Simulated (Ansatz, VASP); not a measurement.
# One calculation of Rb, two programs

Contents of INCAR:

```
SYSTEM = Rb
PREC = Accurate
ENCUT = 500
EDIFF = 1E-6
ISMEAR = -1
SIGMA = 0.05
LREAL = .False.
LASPH = .True.
NELM = 200
ALGO = Normal
ISIF = 2
LWAVE = .False.
LCHARG = .True.
MAGMOM = 0 0 0
LORBIT = 11
LSORBIT = .True.
GGA_COMPAT = .False.
LORBMOM = .True.
GGA = PE
IVDW = 12
LVHAR = .True.
NBANDS = 20
```

The input KPOINTS:

```
Automatic mesh
0
Gamma
  7 7 7
  0 0 0
```

Contents of POSCAR:

```
Rb
1.0
   -2.6855908300      2.6855908300      2.6855908300
    2.6855908300     -2.6855908300      2.6855908300
    2.6855908300      2.6855908300     -2.6855908300
Rb
1
Direct
    0.0000000000      0.0000000000      0.0000000000
```

input.yaml

```yaml
crystal:
  lattice: { a: 5.37118166, b: 5.37118166, c: 5.37118166, alpha: 90.0, beta: 90.0, gamma: 90.0 }
  space_group: 229
  reduce_to_primitive: true
  atoms:
    - { symbol: Rb, wyckoff: "2a", position: [0.0, 0.0, 0.0] }
hamiltonian:
  xc: pbe
  pseudopotentials: { kind: paw_fr }
  dispersion: d3bj
magnetization:
  noncollinear: true
  spin_orbit: true
kpoints:
  mp_grid: { grid: [7, 7, 7] }
scf:
  occupations: { method: fermi_dirac, width: 0.05 }
output:
  forces: true
  stress: true
  eigenvalues: true
  write_density: true
  write_potential: true
  elf: true
  volumetric_format: npy
```

Change from the starting cell: volume scaled by 0.88.

Alike in both runs: functional PBE; dispersion D3(BJ); k mesh 7 × 7 × 7; occupations fermi-dirac, width 0.05 eV; non-collinear spin, spin-orbit coupling.

```csv
,VASP,Ansatz
version,VASP 6.6.1,Ansatz 0.2.0
potentials or method,"VASP PAW PBE potentials, release 64 (Rb_sv)",Ansatz PAW
plane-wave cutoff (eV),500,420
valence electrons in the cell,9,9
task,single point,electrostatic potential
```

Ansatz gave:

| Quantity | Value |
| --- | --- |
| pressure (GPa) | 0.4 |

Task: Estimate VASP's values.

Result: Pressure (GPa): 0.3.
